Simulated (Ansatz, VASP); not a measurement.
# One calculation of Al, two programs

```xyz
1
Lattice="0.0000 2.0240 2.0240 2.0240 0.0000 2.0240 2.0240 2.0240 0.0000" Properties=species:S:1:pos:R:3 pbc="T T T"
Al    0.0000    0.0000    0.0000
```

Alike in both runs: task single point; functional PBE; k mesh 17 × 17 × 17; occupations fermi-dirac, width 0.03 eV; no spin polarisation.

|  | VASP | Ansatz |
| --- | --- | --- |
| version | VASP 6.6.1 | Ansatz 0.2.0 |
| potentials or method | VASP PAW PBE potentials, release 64 (Al), cutoff 500 eV | all-electron LAPW, non-relativistic |

|  | VASP | Ansatz | Ansatz less VASP |
| --- | --- | --- | --- |
| pressure (GPa) | -0.5 | -0.5 | -0.02 |

Ansatz ran all-electron here, and VASP with PAW potentials.
